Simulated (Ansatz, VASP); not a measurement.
Ge6Se5 in VASP and in Ansatz

```
CELL_PARAMETERS angstrom
3.85438 0.00000 0.00000
0.00000 10.71149 0.00000
0.00000 0.00000 26.88936
ATOMIC_POSITIONS crystal
Ge 0.75000 0.09213 0.28743
Ge 0.75000 0.63692 0.33017
Ge 0.25000 0.40515 0.35789
Ge 0.25000 0.90547 0.40090
Ge 0.75000 0.08826 0.45158
Ge 0.75000 0.54643 0.47701
Ge 0.25000 0.45357 0.52299
Ge 0.25000 0.91173 0.54841
Ge 0.75000 0.09453 0.59910
Ge 0.75000 0.59485 0.64211
Ge 0.25000 0.36308 0.66983
Ge 0.25000 0.90787 0.71257
Se 0.75000 0.88418 0.33630
Se 0.25000 0.15885 0.34336
Se 0.25000 0.65336 0.39482
Se 0.75000 0.35839 0.41973
Se 0.75000 0.84623 0.49123
Se 0.25000 0.15376 0.50876
Se 0.25000 0.64161 0.58027
Se 0.75000 0.34664 0.60518
Se 0.75000 0.84115 0.65664
Se 0.25000 0.11582 0.66370
```

Alike in both runs: functional PBEsol; k mesh 9 × 4 × 1; occupations gaussian, width 0.05 eV; no spin polarisation.

Ansatz relaxed the structure, and its values are those at the end. VASP's run is a single point on that final structure, the one shown.

|  | VASP | Ansatz |
| --- | --- | --- |
| version | VASP 6.6.1 | Ansatz 0.2.0 |
| potentials or method | VASP PAW PBE potentials, release 64 (Ge_d, Se), cutoff 410 eV | scalar-relativistic, plane waves, PAW |
| valence electrons in the cell | 228 | 328 |

|  | VASP | Ansatz | Ansatz less VASP |
| --- | --- | --- | --- |
| gap on the k mesh at the Fermi level (eV) | none | none | - |
| rms of the force components (eV/Å) | 0.010 | 0.005 | -0.0050 |

VASP's potentials were made for PBE, not for PBEsol. A gap of «none» marks a metal or a gap that the smearing closes. VASP's potentials hold 228 valence electrons a cell and Ansatz's 328, so a difference there can come from the potentials and not from the codes. Ansatz's warnings: xc potential rough in thin density.
